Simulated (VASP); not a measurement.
Write the native input for VASP 6.6.1 that does the following.

```yaml
Task: single point
Functional: PBEsol
Potentials_or_basis: VASP PAW PBE potentials, release 64 (Hg)
Cutoff: 520 eV
k_mesh: 18 × 18 × 10
Occupations: gaussian, width 0.1 eV
Spin: no spin polarisation
Dipole_correction: no
Further_INCAR_settings: ALGO = Fast; EDIFF = 1e-06; NBANDS = 19
```

The structure of Hg lies in POSCAR:

```
Hg
1.0
    2.8883449224      0.0000000000      0.0000000000
   -1.4441724612      2.5013800777      0.0000000000
    0.0000000000      0.0000000000      4.9835929668
Hg
2
Direct
    0.6666666667      0.3333333333      0.7500000000
    0.3333333333      0.6666666667      0.2500000000
```

The input as run:

INCAR

```
SYSTEM = Hg
PREC     = Accurate       ! precision mode
ENCUT    = 520            ! plane-wave cutoff, eV
EDIFF    = 1E-6           ! SCF threshold, eV
ISMEAR   = 0              ! smearing method
SIGMA    = 0.1            ! smearing width, eV
LREAL    = .FALSE.        ! projectors in reciprocal space
LASPH    = .TRUE.         ! aspherical terms in the spheres
NELM     = 100            ! most SCF steps
ALGO     = Fast           ! electronic algorithm
ISIF     = 2              ! what is computed and relaxed
LWAVE    = .FALSE.        ! write WAVECAR
LCHARG   = .TRUE.         ! write CHGCAR
GGA      = PS             ! functional
LELF     = .TRUE.         ! ELF
LVHAR    = .TRUE.       
NBANDS   = 19             ! bands
```

KPOINTS

```
regular mesh
0
G
  18 18 10
  0 0 0
```

Potentials or basis: VASP PAW PBE potentials, release 64 (Hg).

Command:

```sh
$ cat potpaw_PBE.64/Hg/POTCAR > POTCAR
$ mpirun -np 1 vasp_std > vasp.out
```

Results of the run:

```yaml
Pressure: 26.5 GPa
Band_gap_on_the_k_mesh: zero (band 12 reaches 6.11 eV, above the bottom of band 13 at 3.56 eV)
```

Caveat: the PAW data sets were made with another functional, which shifts forces and pressure a little; spin-orbit coupling is left out, which moves the levels of the heavy elements.

Run time: 41 s on 1 thread of Intel(R) Xeon(R) 6975P-C (Granite Rapids) (shared host), peak memory 0.24 GiB.
